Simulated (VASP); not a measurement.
# Sb (Im-3m) in VASP: further runs

Sb is run at these levels: LDA; tasks: relaxation of cell and atoms.

Program: VASP 6.6.1. These are calculated values, not measurements. Logs are shortened: lines on timing, memory, paths and dates and some standing lists are left out, and cuts for length are marked.

**1. The cell of the first run**

The structure is cubic, space group Im-3m (No. 229). The conventional cell has a = 3.450 Å, b = 3.450 Å, c = 3.450 Å, α = 90.00°, β = 90.00°, γ = 90.00°. Within 3.9 Å of Sb (site symmetry m-3m) lie 14 Sb at 2.99 to 3.45 Å.

**2. Relaxation of cell and atoms, LDA, target pressure 2 GPa, at which the enthalpy is minimised**

Contents of INCAR:

```
SYSTEM = Sb
PREC = Accurate
ENCUT = 500
EDIFF = 1E-7
ISMEAR = 1
SIGMA = 0.15
LREAL = .FALSE.
LASPH = .TRUE.
NELM = 120
ALGO = Normal
ISIF = 3
LWAVE = .FALSE.
LCHARG = .FALSE.
IBRION = 2
NSW = 80
EDIFFG = -0.01
PSTRESS = 20.0
GGA_COMPAT = .FALSE.
NELMIN = 4
```

Contents of KPOINTS:

```
Automatic mesh
0
G
  12 12 12
  0 0 0
```

Contents of POSCAR:

```
Sb
1.0
   -1.7250000000      1.7250000000      1.7250000000
    1.7250000000     -1.7250000000      1.7250000000
    1.7250000000      1.7250000000     -1.7250000000
Sb
1
Direct
    0.0000000000      0.0000000000      0.0000000000
```

Potentials or basis: VASP PAW LDA potentials, release 64 (Sb).

Command:

```console
$ cat potpaw_LDA.64/Sb/POTCAR > POTCAR
$ mpirun -np 1 vasp_std > vasp.out
```

OUTCAR:

```text
SYSTEM = Sb
   PREC = Accurate
   ENCUT = 500
   EDIFF = 1E-7
   ISMEAR = 1
   LREAL = .FALSE.
   LASPH = .TRUE.
   NELM = 120
   ISIF = 3
   IBRION = 2
   NSW = 80
   EDIFFG = -0.01
   PSTRESS = 20.0
   NELMIN = 4

 ion  position               nearest neighbor table
   1  0.000  0.000  0.000-

  LATTYP: Found a body centered cubic cell.
 ALAT       =     3.4500000000

  Lattice vectors:

 A1 = (  -1.7250000000,   1.7250000000,   1.7250000000)
 A2 = (   1.7250000000,  -1.7250000000,   1.7250000000)
 A3 = (   1.7250000000,   1.7250000000,  -1.7250000000)

Analysis of symmetry for initial positions (statically):
=====================================================================
 Subroutine PRICEL returns:
 Original cell was already a primitive cell.

 Routine SETGRP: Setting up the symmetry group for a
 body centered cubic supercell.

 Subroutine GETGRP returns: Found 48 space group operations
 (whereof 48 operations were pure point group operations)
 out of a pool of 48 trial point group operations.

The static configuration has the point symmetry O_h .

Analysis of symmetry for dynamics (positions and initial velocities):
=====================================================================
 Subroutine PRICEL returns:
 Original cell was already a primitive cell.

 Routine SETGRP: Setting up the symmetry group for a
 body centered cubic supercell.

 Subroutine GETGRP returns: Found 48 space group operations
 (whereof 48 operations were pure point group operations)
 out of a pool of 48 trial point group operations.

The dynamic configuration has the point symmetry O_h .

 Subroutine INISYM returns: Found 48 space group operations
 (whereof 48 operations are pure point group operations),
 and found     1 'primitive' translations

----------------------------------------------------------------------------------------

                                     Primitive cell

  volume of cell :      20.5318

  direct lattice vectors                    reciprocal lattice vectors
    -1.725000000  1.725000000  1.725000000     0.000000000  0.289855072  0.289855072
     1.725000000 -1.725000000  1.725000000     0.289855072  0.000000000  0.289855072
     1.725000000  1.725000000 -1.725000000     0.289855072  0.289855072  0.000000000

  length of vectors
     2.987787643  2.987787643  2.987787643     0.409916975  0.409916975  0.409916975

  position of ions in fractional coordinates (direct lattice)
     0.000000000  0.000000000  0.000000000

  ion indices of the primitive-cell ions
   primitive index   ion index
                 1           1

----------------------------------------------------------------------------------------

 KPOINTS: Automatic mesh

Automatic generation of k-mesh.
 Grid dimensions read from file:
 generate k-points for:   12   12   12

 Generating k-lattice:

  Cartesian coordinates                     Fractional coordinates (reciprocal lattice)
     0.000000000  0.024154589  0.024154589     0.083333333  0.000000000  0.000000000
     0.024154589  0.000000000  0.024154589     0.000000000  0.083333333  0.000000000
     0.024154589  0.024154589  0.000000000     0.000000000  0.000000000  0.083333333

  Length of vectors
     0.034159748  0.034159748  0.034159748

  Shift w.r.t. Gamma in fractional coordinates (k-lattice)
     0.000000000  0.000000000  0.000000000

 Subroutine IBZKPT returns following result:
 ===========================================

 Found     72 irreducible k-points:

 Following reciprocal coordinates:
            Coordinates               Weight
  0.000000  0.000000  0.000000      1.000000
  0.083333  0.000000  0.000000     12.000000
  0.166667  0.000000  0.000000     12.000000
  0.250000  0.000000  0.000000     12.000000
  0.333333  0.000000  0.000000     12.000000
  0.416667  0.000000  0.000000     12.000000
[... 16 lines left out ...]
  0.333333  0.083333  0.083333     24.000000
  0.416667  0.083333  0.083333     12.000000
 [... further k-points ...]
   k-points           NKPTS =     72   k-points in BZ     NKDIM =     72   number of bands    NBANDS=      6
   number of dos      NEDOS =    301   number of ions     NIONS =      1
   total plane-waves  NPLWV =  13824
   dimension x,y,z NGX =    24 NGY =   24 NGZ =   24
   dimension x,y,z NGXF=    48 NGYF=   48 NGZF=   48
   ions per type =               1
   NGX,Y,Z   is equivalent  to a cutoff of  13.35, 13.35, 13.35 a.u.
   NGXF,Y,Z  is equivalent  to a cutoff of  26.71, 26.71, 26.71 a.u.
 SYSTEM =  Sb
   PREC   = accura    normal or accurate (medium, high low for compatibility)
   ISTART =      0    job   : 0-new  1-cont  2-samecut
   ICHARG =      2    charge: 1-file 2-atom 10-const
   ISPIN  =      1    spin polarized calculation?
   LNONCOLLINEAR =      F non collinear calculations
   LSORBIT =      F    spin-orbit coupling
   LASPH  =      T    aspherical Exc in radial PAW
   ENCUT  =  500.0 eV  36.75 Ry    6.06 a.u.   5.45  5.45  5.45*2*pi/ulx,y,z
   NELM   =    120;   NELMIN=  4; NELMDL= -5     # of ELM steps
   EDIFF  = 0.1E-06   stopping-criterion for ELM
   LREAL  =      F    real-space projection
   EDIFFG = -.1E-01   stopping-criterion for IOM
   NSW    =     80    number of steps for IOM
   IBRION =      2    ionic relax: 0-MD 1-quasi-New 2-CG
   NFREE  =      1    steps in history (QN), initial steepest desc. (CG)
   ISIF   =      3    stress and relaxation
   ISYM   =      2    0-nonsym 1-usesym 2-fastsym
   POTIM  = 0.5000    time-step for ionic-motion
   TEBEG  =    0.0;   TEEND  =   0.0 temperature during run
   PSTRESS=   20.0 pullay stress
   NELECT =       5.0000    total number of electrons
   NUPDOWN=      -1.0000    fix difference up-down
   EMIN   =  10.00;   EMAX   =-10.00  energy-range for DOS
   EFERMI =   0.00;   METHOD = LEGACY
   ISMEAR =     1;   SIGMA  =   0.15  broadening in eV -4-tet -1-fermi 0-gaus
   EFERMI_NEDOS =   21; number of points for ismear=-14 and -15
   IALGO  =     38    algorithm
   IMIX   =      4    mixing-type and parameters
     AMIX     =   0.40;   BMIX     =  1.00
     AMIX_MAG =   1.60;   BMIX_MAG =  1.00
  volume/ion in A,a.u.               =      20.53       138.56
  Fermi-wavevector in a.u.,A,eV,Ry     =   1.022325  1.931915 14.220113  1.045149
  Thomas-Fermi vector in A             =   2.155998
   LORBIT       =      0    0 simple, 1 ext, 2 COOP (PROOUT), +10 PAW based schemes
   GGA     = CA    functional components
   LHFCALC =     F    Hartree Fock is set to
   AEXX    =    0.0000 exact exchange contribution
   IVDW    =     0    specifies the selected vdW correction
   LEPSILON=     F    determine dielectric tensor
   LRPA    =     F    only Hartree local field effects (RPA)
 conjugate gradient relaxation of ions
 non-spin polarized calculation
 Methfessel and Paxton  Order N= 1 SIGMA  =   0.15
  energy-cutoff  :      500.00
  volume of cell :       20.53
 maximum number of plane-waves:       539
 NGX is ok and might be reduce to    24
   NGX = 11   NGY = 11   NGZ = 11

--------------------------------------- Ionic step        1  -------------------------------------------

 number of electron       5.0000000 magnetization

 Free energy of the ion-electron system (eV)
  ---------------------------------------------------
  ext. energy  EPLUGINS =         0.00000000
  ---------------------------------------------------
  free energy    TOTEN  =        -4.28937616 eV

  energy without entropy =       -4.28797775  energy(sigma->0) =       -4.28891002

 E-fermi :  12.4422     XC(G=0): -11.5730

 val. band max:       12.3776777137   @ k =   0.2500   0.1667   0.0000
 cond. band min:      12.4594189803   @ k =  -0.4167   0.5000   0.3333
 fundamental gap:      0.0817412665
 Fermi energy:        12.4421531453

 k-point     1 :       0.0000    0.0000    0.0000
  band No.  band energies     occupation
      1      -2.9232      2.00000
      2      20.2439      0.00000
      3      20.2439      0.00000
      4      20.2439      0.00000
      5      23.6878      0.00000
      6      23.6878      0.00000
[... 199 lines left out ...]
 k-point    24 :       0.4167    0.0833    0.0833
  band No.  band energies     occupation
      1       3.2377      2.00000
      2       5.3432      2.00000
      3      12.6321     -0.07041
      4      14.3270     -0.00000
      5      22.4398      0.00000
      6      22.5049      0.00000

 [... further k-points ...]

------------------------ aborting loop because EDIFF is reached ----------------------------------------

  FORCE on cell =-STRESS in cart. coord.  units (eV):
  Direction    XX          YY          ZZ          XY          YZ          ZX
  --------------------------------------------------------------------------------------
  -------------------------------------------------------------------------------------
  Total        3.4412863      3.4412863      3.4412863     -0.0000000      0.0000000      0.0000000
  in kB      268.5369753    268.5369753    268.5369753     -0.0000000      0.0000000      0.0000000
  external PRESSURE =     248.5369753 kB  Pullay stress =      20.0000000 kB
[... 24 lines left out ...]
--------------------------------------- Ionic step        2  -------------------------------------------

 number of electron       5.0000000 magnetization

 E-fermi :   6.4329     XC(G=0):  -9.7113

 val. band max:        6.4289398994   @ k =   0.1667   0.1667   0.1667
 cond. band min:       6.4800063498   @ k =   0.4167   0.0833   0.0833
 fundamental gap:      0.0510664504
 Fermi energy:         6.4328717686

 k-point     1 :       0.0000    0.0000    0.0000
  band No.  band energies     occupation
      1      -5.3548      2.00000
      2      10.6622      0.00000
      3      10.6622      0.00000
      4      10.6622      0.00000
      5      16.1747      0.00000
      6      16.1747      0.00000
[... 199 lines left out ...]
 k-point    24 :       0.4167    0.0833    0.0833
  band No.  band energies     occupation
      1      -2.1110      2.00000
      2       2.0196      2.00000
      3       6.4800      0.49614
      4       8.0926     -0.00000
      5      14.0697      0.00000
      6      14.7536      0.00000

 [... further k-points ...]

------------------------ aborting loop because EDIFF is reached ----------------------------------------

  FORCE on cell =-STRESS in cart. coord.  units (eV):
  Direction    XX          YY          ZZ          XY          YZ          ZX
  --------------------------------------------------------------------------------------
  -------------------------------------------------------------------------------------
  Total       -1.9040988     -1.9040988     -1.9040988      0.0000000     -0.0000000      0.0000000
  in kB      -96.7716239    -96.7716239    -96.7716239      0.0000000     -0.0000000      0.0000000
  external PRESSURE =    -116.7716239 kB  Pullay stress =      20.0000000 kB
[... 57 lines left out ...]
  energy  without entropy=       -4.6325302019  energy(sigma->0) =       -4.63361732

  enthalpy is  TOTEN    =        -4.3200318951 eV   P V=        0.3141289844

[... ionic steps 4 to 16 ...]

--------------------------------------- Ionic step       17  -------------------------------------------

 number of electron       5.0000000 magnetization

------------------------ aborting loop because EDIFF is reached ----------------------------------------
[... 69 lines left out ...]
--------------------------------------- Ionic step       19  -------------------------------------------

 number of electron       5.0000000 magnetization

 Free energy of the ion-electron system (eV)
  ---------------------------------------------------
  ext. energy  EPLUGINS =         0.00000000
  ---------------------------------------------------
  free energy    TOTEN  =        -4.63144321 eV

  energy without entropy =       -4.62989589  energy(sigma->0) =       -4.63092744

 E-fermi :   9.4374     XC(G=0): -10.7093

 val. band max:        9.3952427216   @ k =  -0.4167   0.5000   0.0833
 cond. band min:       9.4700923841   @ k =  -0.2500   0.2500   0.1667
 fundamental gap:      0.0748496625
 Fermi energy:         9.4373880739

 k-point     1 :       0.0000    0.0000    0.0000
  band No.  band energies     occupation
      1      -4.0908      2.00000
      2      15.4281      0.00000
      3      15.4281      0.00000
      4      15.4281      0.00000
      5      19.9829      0.00000
      6      19.9829      0.00000
[... 199 lines left out ...]
 k-point    24 :       0.4167    0.0833    0.0833
  band No.  band energies     occupation
      1       0.6215      2.00000
      2       3.6828      2.00000
      3       9.5466      0.06125
      4      11.2848     -0.00000
      5      18.2939      0.00000
      6      18.7373      0.00000

 [... further k-points ...]

------------------------ aborting loop because EDIFF is reached ----------------------------------------

  FORCE on cell =-STRESS in cart. coord.  units (eV):
  Direction    XX          YY          ZZ          XY          YZ          ZX
  --------------------------------------------------------------------------------------
  -------------------------------------------------------------------------------------
  Total        0.3195608      0.3195608      0.3195608      0.0000000      0.0000000      0.0000000
  in kB       20.5647903     20.5647903     20.5647903      0.0000000      0.0000000      0.0000000
  external PRESSURE =       0.5647903 kB  Pullay stress =      20.0000000 kB
[... 20 lines left out ...]
  energy  without entropy=       -4.6298958882  energy(sigma->0) =       -4.63092744

  enthalpy is  TOTEN    =        -4.3206588515 eV   P V=        0.3107843624

 reached required accuracy - stopping structural energy minimisation
```

Wall time 37 s (1 thread of Intel Xeon 6975P-C, shared host); peak memory 0.14 GiB.

Results:

* Free energy: -4.6314 eV
* Relaxed volume: 24.90 Å³/atom
* Relaxed cell: a = 3.186 Å, b = 3.186 Å, c = 3.186 Å, α = 109.47°, β = 109.47°, γ = 109.47°
* Space group after relaxing (to 0.05 Å): Im-3m (No. 229)
* Energy change on relaxing (the enthalpy is what falls): -342.1 meV/atom
* Ionic steps: 19
* Pressure after relaxing: 2.1 GPa

The path:
```tsv
step	energy change (eV)	largest force (eV/Å)	pressure (GPa)	volume (Å³)
1	0.0000	0.0000	26.85	20.53
2	-0.1309	0.0000	-9.68	31.52
3	-0.3448	0.0000	1.20	25.16
4	-0.3430	0.0000	1.79	24.98
5	-0.3419	0.0000	2.10	24.88
6	-0.3419	0.0000	2.10	24.88
7	-0.3419	0.0000	2.10	24.88
8	-0.3419	0.0000	2.10	24.88
9	-0.3419	0.0000	2.10	24.88
10	-0.3419	0.0000	2.10	24.88
11	-0.3419	0.0000	2.10	24.88
12	-0.3419	0.0000	2.10	24.88
13	-0.3419	0.0000	2.10	24.88
14	-0.3419	0.0000	2.10	24.88
15	-0.3419	0.0000	2.09	24.89
16	-0.3419	0.0000	2.09	24.89
17	-0.3419	0.0000	2.09	24.89
18	-0.3420	0.0000	2.08	24.89
19	-0.3421	0.0000	2.06	24.90
```

Final structure:
```yaml
crystal:
  lattice:
    - [-1.83947, 1.83947, 1.83947]
    - [1.83947, -1.83947, 1.83947]
    - [1.83947, 1.83947, -1.83947]
  atoms:
    - { symbol: Sb, position: [0.00000, 0.00000, 0.00000] }
```

Caveat: the cell is relaxed towards a set pressure, so the enthalpy falls and the energy may rise; the volume moved by over 15 % at a fixed basis, so the end points are rough; spin-orbit coupling is left out, which moves the levels of the heavy elements.

(Part 1 of 2 ends here.)
